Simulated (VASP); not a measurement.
# Si16O (a cell with a defect) in VASP: further runs

The runs below take Si16O (a cell with a defect) through single point, with PBE.

Everything below comes from runs of VASP 6.6.1. Logs are shortened: lines on timing, memory, paths and dates and some standing lists are left out, and cuts for length are marked.

**1. The cell of the first run**

The cell holds a defect, 17 atoms: a = 7.679 Å, b = 7.679 Å, c = 7.679 Å, α = 60.00°, β = 60.00°, γ = 60.00°.

**2. Single point, PBE, collinear spin, ferromagnetic start**

The input, INCAR:

```
SYSTEM = Si16O
PREC = Accurate
ENCUT = 520
EDIFF = 1E-6
ISMEAR = -1
SIGMA = 0.05
LREAL = Auto
LASPH = .TRUE.
NELM = 150
ALGO = Normal
ISIF = 2
LWAVE = .FALSE.
LCHARG = .FALSE.
ISPIN = 2
MAGMOM = 0 0 0 0 0 0 0 0 0 0 0 0 0 0 0 0 1
LORBIT = 11
GGA = PE
NBANDS = 53
```

The input, KPOINTS:

```
regular mesh
0
G
  2 2 2
  0 0 0
```

The input, POSCAR:

```
Si16O
1.0
    0.0000000000      5.4300000000      5.4300000000
    5.4300000000      0.0000000000      5.4300000000
    5.4300000000      5.4300000000      0.0000000000
Si O
16 1
Direct
    0.0030755064     -0.0989502762      0.0101657459
    0.1164456722      0.0325966851      0.1723204420
   -0.0295395948      0.0101473297      0.5363351750
    0.1468876611      0.0706261510      0.6504972376
   -0.0070626151      0.5260681400     -0.0151473297
    0.1833885820      0.5062799263      0.1555985267
    0.0274953959      0.4493370166      0.5522099448
    0.1288858195      0.6393278085      0.6106721915
    0.4748802947      0.0219521179     -0.0238858195
    0.6408103131      0.1151749540      0.0789686924
    0.5181952118      0.0110313076      0.4671270718
    0.6047329650      0.1580478821      0.6172744015
    0.5337753223      0.4893001842     -0.0313627993
    0.6155248619      0.6549355433      0.0740883978
    0.4985635359      0.5202394107      0.4579926335
    0.6559668508      0.6400920810      0.5811786372
   -0.0060773481      0.2860036832      1.0259116022
```

Potentials or basis: VASP PAW PBE potentials, release 64 (Si, O).

Launch:

```sh
cat potpaw_PBE.64/Si/POTCAR potpaw_PBE.64/O/POTCAR > POTCAR
mpirun -np 1 vasp_std > vasp.out
```

OUTCAR:

```text
SYSTEM = Si16O
   PREC = Accurate
   ENCUT = 520
   EDIFF = 1E-6
   ISMEAR = -1
   LREAL = Auto
   LASPH = .TRUE.
   NELM = 150
   ISIF = 2
   ISPIN = 2
   LORBIT = 11
   GGA = PE

 ion  position               nearest neighbor table
   1  0.003  0.901  0.010-   4 2.31  10 2.36   6 2.51   2 2.56   5 3.02
   2  0.116  0.033  0.172-  17 1.72   9 2.37   3 2.38   1 2.56   5 3.11
   3  0.970  0.010  0.536-   4 2.25  12 2.31   8 2.35   2 2.38
   4  0.147  0.071  0.650-   3 2.25   1 2.31  11 2.38   7 2.39
   5  0.993  0.526  0.985-  17 1.70   6 2.32   8 2.35  14 2.38   1 3.02   2 3.11
   6  0.183  0.506  0.156-  13 2.30   5 2.32   1 2.51   7 2.54
   7  0.027  0.449  0.552-   8 2.25   4 2.39  16 2.42   6 2.54
   8  0.129  0.639  0.611-   7 2.25  15 2.33   5 2.35   3 2.35
   9  0.475  0.022  0.976-  12 2.26  10 2.29  14 2.31   2 2.37
  10  0.641  0.115  0.079-   9 2.29   1 2.36  13 2.36  11 2.44
  11  0.518  0.011  0.467-  16 2.33   4 2.38  12 2.42  10 2.44
  12  0.605  0.158  0.617-   9 2.26  15 2.29   3 2.31  11 2.42
  13  0.534  0.489  0.969-  14 2.24   6 2.30  10 2.36  16 2.43
  14  0.616  0.655  0.074-  13 2.24   9 2.31   5 2.38  15 2.41
  15  0.499  0.520  0.458-  12 2.29   8 2.33  14 2.41  16 2.52
  16  0.656  0.640  0.581-  11 2.33   7 2.42  13 2.43  15 2.52
  17  0.994  0.286  0.026-   5 1.70   2 1.72

  LATTYP: Found a face centered cubic cell.
 ALAT       =    10.8600000000

  Lattice vectors:

 A1 = (   0.0000000000,   5.4300000000,   5.4300000000)
 A2 = (   5.4300000000,   0.0000000000,   5.4300000000)
 A3 = (   5.4300000000,   5.4300000000,   0.0000000000)

Analysis of symmetry for initial positions (statically):
=====================================================================
 Subroutine PRICEL returns:
 Original cell was already a primitive cell.

 Routine SETGRP: Setting up the symmetry group for a
 face centered cubic supercell.

 Subroutine GETGRP returns: Found  1 space group operations
 (whereof  1 operations were pure point group operations)
 out of a pool of 48 trial point group operations.

The static configuration has the point symmetry C_1 .

Analysis of symmetry for dynamics (positions and initial velocities):
=====================================================================
 Subroutine PRICEL returns:
 Original cell was already a primitive cell.

 Routine SETGRP: Setting up the symmetry group for a
 face centered cubic supercell.

 Subroutine GETGRP returns: Found  1 space group operations
 (whereof  1 operations were pure point group operations)
 out of a pool of 48 trial point group operations.

The dynamic configuration has the point symmetry C_1 .

Analysis of structural, dynamic, and magnetic symmetry:
=====================================================================
 Subroutine PRICEL returns:
 Original cell was already a primitive cell.

 Routine SETGRP: Setting up the symmetry group for a
 face centered cubic supercell.

 Subroutine GETGRP returns: Found  1 space group operations
 (whereof  1 operations were pure point group operations)
 out of a pool of 48 trial point group operations.

The overall configuration has the point symmetry C_1 .

 Subroutine INISYM returns: Found  1 space group operations
 (whereof  1 operations are pure point group operations),
 and found     1 'primitive' translations

----------------------------------------------------------------------------------------

                                     Primitive cell

  volume of cell :     320.2060

  direct lattice vectors                    reciprocal lattice vectors
     0.000000000  5.430000000  5.430000000    -0.092081031  0.092081031  0.092081031
     5.430000000  0.000000000  5.430000000     0.092081031 -0.092081031  0.092081031
     5.430000000  5.430000000  0.000000000     0.092081031  0.092081031 -0.092081031

  length of vectors
     7.679179644  7.679179644  7.679179644     0.159489025  0.159489025  0.159489025

  position of ions in fractional coordinates (direct lattice)
     0.003075506  0.901049724  0.010165746
     0.116445672  0.032596685  0.172320442
     0.970460405  0.010147330  0.536335175
     0.146887661  0.070626151  0.650497238
     0.992937385  0.526068140  0.984852670
     0.183388582  0.506279926  0.155598527
[... 9 lines left out ...]
     0.655966851  0.640092081  0.581178637
     0.993922652  0.286003683  0.025911602

  ion indices of the primitive-cell ions
   primitive index   ion index
                 1           1
                 2           2
                 3           3
                 4           4
                 5           5
                 6           6
[... 9 lines left out ...]
                16          16
                17          17

----------------------------------------------------------------------------------------

 KPOINTS: regular mesh

Automatic generation of k-mesh.
 Grid dimensions read from file:
 generate k-points for:    2    2    2

 Generating k-lattice:

[... 69 lines left out ...]
   GGA     = PE    functional components
   LHFCALC =     F    Hartree Fock is set to
   AEXX    =    0.0000 exact exchange contribution
   IVDW    =     0    specifies the selected vdW correction
   LEPSILON=     F    determine dielectric tensor
   LRPA    =     F    only Hartree local field effects (RPA)
 spin polarized calculation
  energy-cutoff  :      520.00
  volume of cell :      320.21
 maximum number of plane-waves:      8646
 NGX is ok and might be reduce to    60
   NGX = 29   NGY = 29   NGZ = 29

 number of electron      70.0000000 magnetization       0.0007078

 number of electron      70.0000000 magnetization      -0.0000189

 Free energy of the ion-electron system (eV)
  ---------------------------------------------------
  ext. energy  EPLUGINS =         0.00000000
  ---------------------------------------------------
  free energy    TOTEN  =       -90.93320457 eV

  energy without entropy =      -90.91253521  energy(sigma->0) =      -90.92286989

 E-fermi :   6.0638     XC(G=0):  -9.5791

 val. band max:        6.0380299611   @ k =   0.0000   0.5000   0.0000
 cond. band min:       6.0745379517   @ k =   0.0000   0.0000   0.0000
 fundamental gap:      0.0365079906
 Fermi energy:         6.0637754587

 spin component 1

 k-point     1 :       0.0000    0.0000    0.0000
  band No.  band energies     occupation
      1     -13.6638      1.00000
      2      -5.9018      1.00000
      3      -4.1168      1.00000
      4      -3.9031      1.00000
      5      -3.6994      1.00000
      6      -3.1608      1.00000
[... 39 lines left out ...]
     46       8.5660      0.00000
     47       8.6166      0.00000
[... 308 lines left out ...]
      6      -4.0110      1.00000
[... 39 lines left out ...]
     46       9.9142      0.00000
     47      10.1938      0.00000
 Fermi energy:         6.0637754587

 spin component 2

 k-point     1 :       0.0000    0.0000    0.0000
  band No.  band energies     occupation
      1     -13.6637      1.00000
      2      -5.9018      1.00000
      3      -4.1168      1.00000
      4      -3.9031      1.00000
      5      -3.6994      1.00000
      6      -3.1608      1.00000
[... 39 lines left out ...]
     46       8.5660      0.00000
     47       8.6166      0.00000
[... 308 lines left out ...]
      6      -4.0110      1.00000
[... 39 lines left out ...]
     46       9.9142      0.00000
     47      10.1938      0.00000
 [bands above 47 left out]

------------------------ aborting loop because EDIFF is reached ----------------------------------------

  FORCE on cell =-STRESS in cart. coord.  units (eV):
  Direction    XX          YY          ZZ          XY          YZ          ZX
  --------------------------------------------------------------------------------------
  -------------------------------------------------------------------------------------
  Total        4.9177164      4.8396548      6.3552288     -2.3743377      0.1984367      1.7309218
  in kB       24.6062017     24.2156140     31.7989139    -11.8801954      0.9928945      8.6608108
  external PRESSURE =      26.8735765 kB  Pullay stress =       0.0000000 kB

 VOLUME and BASIS-vectors are now :
 -----------------------------------------------------------------------------
  energy-cutoff  :      520.00
  volume of cell :      320.21
      direct lattice vectors                 reciprocal lattice vectors
     0.000000000  5.430000000  5.430000000    -0.092081031  0.092081031  0.092081031
     5.430000000  0.000000000  5.430000000     0.092081031 -0.092081031  0.092081031
     5.430000000  5.430000000  0.000000000     0.092081031  0.092081031 -0.092081031

 POSITION                                       TOTAL-FORCE (eV/Angst)
 -----------------------------------------------------------------------------------
      4.94790      0.07190      4.90940         0.502604      1.709053      0.255380
      1.11270      1.56800      0.80930         0.159683     -1.919067      0.470956
      2.96740      8.18190      5.32470        -1.548726     -0.725277      0.055956
      3.91570      4.32980      1.18110         0.656438      0.266229      1.110932
      8.20430     10.73940      8.24820        -0.788541      0.148975     -0.807261
      3.59400      1.84070      3.74490         1.457027     -0.601465     -0.377624
[... 9 lines left out ...]
      6.63150      6.71770      7.03760        -0.463628      0.370394     -1.132840
      1.69370      5.53770      6.95000         0.132451      0.445293     -0.278893
 -----------------------------------------------------------------------------------
    total drift:                               -0.006974      0.006646     -0.004298

  FREE ENERGIE OF THE ION-ELECTRON SYSTEM (eV)
  ---------------------------------------------------
  free  energy   TOTEN  =       -90.9332045651 eV

  energy  without entropy=      -90.9125352084  energy(sigma->0) =      -90.92286989

 total charge

# of ion       s       p       d       tot
------------------------------------------
    1        0.758   0.894   0.000   1.652
    2        0.756   0.848   0.000   1.604
    3        0.750   0.973   0.000   1.723
    4        0.751   0.950   0.000   1.701
    5        0.744   0.895   0.000   1.639
    6        0.766   0.892   0.000   1.659
[... 9 lines left out ...]
   16        0.747   0.900   0.000   1.646
   17        1.569   3.551   0.000   5.120
--------------------------------------------------
tot         13.584  18.424   0.000  32.008

 magnetization (x)

# of ion       s       p       d       tot
------------------------------------------
    1        0.000   0.000   0.000   0.000
    2        0.000  -0.000   0.000   0.000
    3        0.000   0.000   0.000   0.000
    4        0.000   0.000   0.000   0.000
    5        0.000  -0.000   0.000   0.000
    6        0.000   0.000   0.000   0.000
[... 9 lines left out ...]
   16       -0.000   0.000   0.000  -0.000
   17        0.000   0.000   0.000   0.000
--------------------------------------------------
tot          0.000   0.000   0.000   0.000
```

Run time: 11 min. Hardware: 1 thread of Oxide Virtual Turin-like, shared host; peak memory 0.68 GiB.

Results:

```yaml
Free_energy: -90.9332 eV
Pressure: 2.7 GPa
Largest_force: 2.208 eV/Å
Band_gap_on_the_k_mesh: 0.04 eV
Net_moment: 0.00 μB per cell
Valence_electrons_inside_the_program's_atomic_spheres: Si 1.65, 1.60, 1.72, 1.70, 1.64, 1.66, 1.73, 1.74, 1.67, 1.71 (each value once); O 5.12
```

Forces on the atoms (eV/Å):
```
Si   0.503  1.709  0.255
Si   0.160 -1.919  0.471
Si  -1.549 -0.725  0.056
Si   0.656  0.266  1.111
Si  -0.789  0.149 -0.807
Si   1.457 -0.601 -0.378
Si  -1.269 -1.746 -0.468
Si   0.829  0.656  0.490
Si   0.560  0.283 -1.044
Si   0.816  1.057 -0.062
Si  -0.100  0.013  0.167
Si  -1.147 -0.853 -0.394
Si  -1.429 -0.932 -0.078
Si   0.895  1.546  0.577
Si   0.738  0.281  1.514
Si  -0.464  0.370 -1.133
O    0.132  0.445 -0.279
```

Stress tensor (GPa, compression positive):
```
 2.46 -1.19  0.87
-1.19  2.42  0.10
 0.87  0.10  3.18
```

Levels at points of the mesh, in eV from the valence-band top:
Spin up:
```csv
k point,band 31,band 32,band 33,band 34,band 35,band 36,band 37,band 38,band 39,band 40
"(0.00, 0.00, 0.00)",-1.04,-0.80,-0.62,-0.37,-0.11,0.04,0.49,0.56,0.86,1.03
"(0.50, 0.00, 0.00)",-1.29,-1.20,-0.89,-0.77,-0.45,0.85,1.11,1.14,1.39,1.51
"(0.00, 0.50, 0.00)",-1.37,-0.95,-0.79,-0.64,0.00,0.43,1.00,1.39,1.53,1.57
"(0.00, 0.00, 0.50)",-1.42,-1.24,-1.03,-0.77,-0.69,0.84,0.95,1.02,1.37,1.56
"(0.50, 0.50, 0.50)",-1.49,-1.24,-0.94,-0.74,-0.52,0.72,0.97,1.26,1.36,1.70
"(0.50, 0.50, 0.00)",-1.56,-1.38,-1.22,-0.98,-0.68,1.03,1.18,1.67,1.94,2.24
"(0.00, 0.50, 0.50)",-1.53,-1.32,-1.26,-1.00,-0.68,1.22,1.38,1.82,2.12,2.23
"(0.50, 0.00, 0.50)",-1.62,-1.38,-1.36,-1.08,-0.18,0.79,1.23,1.84,1.96,2.16
```
Spin down:
| k point | band 33 | band 34 | band 35 | band 36 | band 37 | band 38 |
| --- | --- | --- | --- | --- | --- | --- |
| (0.00, 0.00, 0.00) | -0.62 | -0.37 | -0.11 | 0.04 | 0.49 | 0.56 |
| (0.50, 0.00, 0.00) | -0.89 | -0.77 | -0.45 | 0.85 | 1.11 | 1.14 |
| (0.00, 0.50, 0.00) | -0.79 | -0.64 | 0.00 | 0.43 | 1.00 | 1.39 |
| (0.00, 0.00, 0.50) | -1.03 | -0.77 | -0.69 | 0.84 | 0.95 | 1.02 |
| (0.50, 0.50, 0.50) | -0.94 | -0.74 | -0.52 | 0.72 | 0.97 | 1.26 |
| (0.50, 0.50, 0.00) | -1.22 | -0.98 | -0.68 | 1.03 | 1.18 | 1.67 |
| (0.00, 0.50, 0.50) | -1.26 | -1.00 | -0.68 | 1.22 | 1.38 | 1.82 |
| (0.50, 0.00, 0.50) | -1.36 | -1.08 | -0.18 | 0.79 | 1.23 | 1.84 |

Caveat: the k points lie up to 0.50 Å⁻¹ apart; the atoms stand as in a frame of molecular dynamics; semilocal functionals underestimate gaps, and a narrow one can read as zero.

**3. Single point, PBE, collinear spin, ferromagnetic start**

The input, INCAR:

```
PREC = Accurate
ENCUT = 520
EDIFF = 1E-6
ISMEAR = -1
SIGMA = 0.05
LREAL = Auto
LASPH = True
NELM = 150
ALGO = Normal
ISIF = 2
LWAVE = False
LCHARG = True
ISPIN = 2
MAGMOM = 0 0 0 0 0 0 0 0 0 0 0 0 0 0 0 0 1
LORBIT = 11
GGA = PE
LELF = True
LVHAR = True
NBANDS = 53
```

The input, KPOINTS:

```
regular mesh
0
Gamma
  2 2 2
```

The input, POSCAR:

```
Si16O
1.0
    0.0000000000      5.4300000000      5.4300000000
    5.4300000000      0.0000000000      5.4300000000
    5.4300000000      5.4300000000      0.0000000000
Si O
16 1
Direct
   -0.0037753223     -0.0920073665      0.0370165746
    0.1094383057      0.0502117864      0.1682596685
   -0.0201657459      0.0001104972      0.5484898711
    0.1416298343      0.1068047882      0.6459944751
   -0.0000828729      0.4950920810      0.0013904236
    0.1703038674      0.5440976059      0.1486279926
    0.0202209945      0.4724309392      0.5200552486
    0.1206169429      0.6501197053      0.6229005525
    0.4768692449      0.0118232044     -0.0181215470
    0.6431399632      0.1104327808      0.0869521179
    0.5294475138      0.0035543278      0.4855801105
    0.6212983425      0.1552762431      0.6196224678
    0.5516114180      0.4705616943     -0.0539686924
    0.6491528545      0.6398342541      0.0598158379
    0.4992265193      0.5572007366      0.4399815838
    0.6546593002      0.6334990792      0.5880478821
    0.0038858195      0.2526703499      1.0013075506
```

Potentials or basis: VASP PAW PBE potentials, release 64 (Si, O).

Launch:

```sh
cat potpaw_PBE.64/Si/POTCAR potpaw_PBE.64/O/POTCAR > POTCAR
mpirun -np 1 vasp_std > vasp.out
```

Run time: 7.6 min. Hardware: 1 thread of Oxide Virtual Turin-like, shared host; peak memory 0.68 GiB.

It converged, with:

```yaml
Free_energy: -90.5168 eV
Pressure: 3.6 GPa
Largest_force: 4.708 eV/Å
Band_gap_on_the_k_mesh: 0.22 eV
Net_moment: 0.00 μB per cell
Valence_electrons_inside_the_program's_atomic_spheres: Si 1.68, 1.69, 1.74, 1.67, 1.64, 1.70, 1.71, 1.65 (each value once); O 5.14
```

Forces in eV/Å, atoms in the order of the input:
```
Si  -0.687  0.257  1.373
Si  -0.934  2.826 -1.541
Si  -0.463 -1.236  1.576
Si  -0.319  1.357 -0.621
Si  -1.844 -0.049  0.232
Si  -0.726 -0.075 -0.130
Si   0.240 -0.092  0.709
Si  -1.299  1.057 -0.715
Si   0.138  0.619 -0.532
Si   0.638  1.141 -1.427
Si   0.141 -0.916  0.186
Si   0.295 -1.818  0.155
Si   1.689  0.068 -0.318
Si   1.337 -0.592 -1.021
Si  -0.396  1.082 -0.689
Si  -0.590 -1.069 -0.042
O    2.781 -2.561  2.806
```

Stress tensor (GPa, compression positive):
```
 2.59 -4.01  1.22
-4.01  5.58 -1.70
 1.22 -1.70  2.66
```

Levels at points of the mesh, in eV from the valence-band top:
Spin up:
```
           k point  band 31  band 32  band 33  band 34  band 35  band 36  band 37  band 38  band 39  band 40
(0.00, 0.00, 0.00)    -1.09    -0.98    -0.54    -0.39     0.00     0.22     0.24     0.66     0.82     0.94
(0.50, 0.00, 0.00)    -1.73    -1.55    -0.94    -0.77    -0.41     0.95     1.04     1.13     1.40     1.71
(0.00, 0.50, 0.00)    -1.52    -1.07    -0.86    -0.62    -0.44     0.61     0.74     1.15     1.51     1.58
(0.00, 0.00, 0.50)    -1.75    -1.65    -1.01    -0.80    -0.67     0.89     1.13     1.19     1.44     1.53
(0.50, 0.50, 0.50)    -1.40    -1.22    -1.14    -0.92    -0.50     0.95     0.98     1.02     1.26     1.51
(0.50, 0.50, 0.00)    -1.70    -1.55    -1.47    -1.23    -0.89     1.13     1.26     1.90     1.98     2.06
(0.00, 0.50, 0.50)    -1.71    -1.50    -1.32    -1.25    -0.76     1.09     1.28     1.80     1.91     2.21
(0.50, 0.00, 0.50)    -1.70    -1.51    -1.36    -1.03    -0.54     0.85     1.20     1.66     1.78     2.03
```
Spin down:
```tsv
k point	band 33	band 34	band 35	band 36	band 37	band 38
(0.00, 0.00, 0.00)	-0.54	-0.39	0.00	0.22	0.24	0.66
(0.50, 0.00, 0.00)	-0.94	-0.77	-0.41	0.95	1.04	1.13
(0.00, 0.50, 0.00)	-0.86	-0.62	-0.44	0.61	0.74	1.15
(0.00, 0.00, 0.50)	-1.01	-0.80	-0.67	0.89	1.13	1.19
(0.50, 0.50, 0.50)	-1.14	-0.92	-0.50	0.95	0.98	1.02
(0.50, 0.50, 0.00)	-1.47	-1.23	-0.89	1.13	1.26	1.90
(0.00, 0.50, 0.50)	-1.32	-1.25	-0.76	1.09	1.28	1.80
(0.50, 0.00, 0.50)	-1.36	-1.03	-0.54	0.85	1.20	1.66
```

Caveat: the k points lie up to 0.50 Å⁻¹ apart; the atoms stand as in a frame of molecular dynamics; semilocal functionals underestimate gaps, and a narrow one can read as zero.
